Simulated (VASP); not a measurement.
Write the native input for VASP 6.6.1 that does the following.

| Quantity | Value |
| --- | --- |
| Task | single point |
| Functional | PBE |
| Potentials or basis | VASP PAW PBE potentials, release 64 (Mn_pv) |
| Cutoff | 520 eV |
| k mesh | 11 × 11 × 11 |
| Occupations | fermi-dirac, width 0.05 eV |
| Spin | non-collinear spin, typed start, spin-orbit coupling |
| Starting moments | [[-0.0, -0.0, -0.785], [-0.0, -0.0, -0.785]] μB |
| Dipole correction | no |
| Further INCAR settings | ALGO = Normal; EDIFF = 1e-06; NBANDS = 38 |

The structure of Mn lies in POSCAR:

```
Mn
1.0
    2.7829568978      0.0000000000      0.0000000000
    0.0000000000      2.7829568978      0.0000000000
    0.0000000000      0.0000000000      2.7829568978
Mn
2
Direct
    0.0000000000      0.0000000000      0.0000000000
    0.5000000000      0.5000000000      0.5000000000
```

This isn't the form of Mn at room conditions, which is a 58-atom cubic cell.

The input as run:

INCAR

```
SYSTEM = Mn
PREC     = Accurate       ! precision mode
ENCUT    = 520            ! plane-wave cutoff, eV
EDIFF    = 1E-6           ! SCF threshold, eV
ISMEAR   = -1             ! smearing method
SIGMA    = 0.05           ! smearing width, eV
LREAL    = .False.        ! projectors in reciprocal space
LASPH    = .True.         ! aspherical terms in the spheres
NELM     = 150            ! most SCF steps
ALGO     = Normal         ! electronic algorithm
ISIF     = 2              ! what is computed and relaxed
LWAVE    = .False.        ! write WAVECAR
LCHARG   = .False.        ! write CHGCAR
MAGMOM   = 0 0 -0.785 0 0 -0.785 ! initial moments
LORBIT   = 11             ! projections on sites
LSORBIT  = .True.         ! spin-orbit coupling
GGA_COMPAT= .False.      
LORBMOM  = .True.       
LMAXMIX  = 4              ! l up to which the mixer works
GGA      = PE             ! functional
NBANDS   = 38             ! bands
```

KPOINTS

```
Automatic mesh
0
Gamma
  11 11 11
  0 0 0
```

Potentials or basis: VASP PAW PBE potentials, release 64 (Mn_pv).

Run with:

```console
$ cat potpaw_PBE.64/Mn_pv/POTCAR > POTCAR
$ mpirun -np 1 vasp_ncl > vasp.out
```

It gave:

```yaml
Pressure: 4.1 GPa
Net_moment: 1.71 μB per cell
Valence_electrons_inside_the_program's_atomic_spheres: Mn 11.97
```

Caveat: the cell stands under pressure.

Run time: 8.1 min on 1 thread of Intel(R) Xeon(R) Platinum 8375C CPU @ 2.90GHz (Ice Lake), on a shared host, peak memory 0.34 GiB.
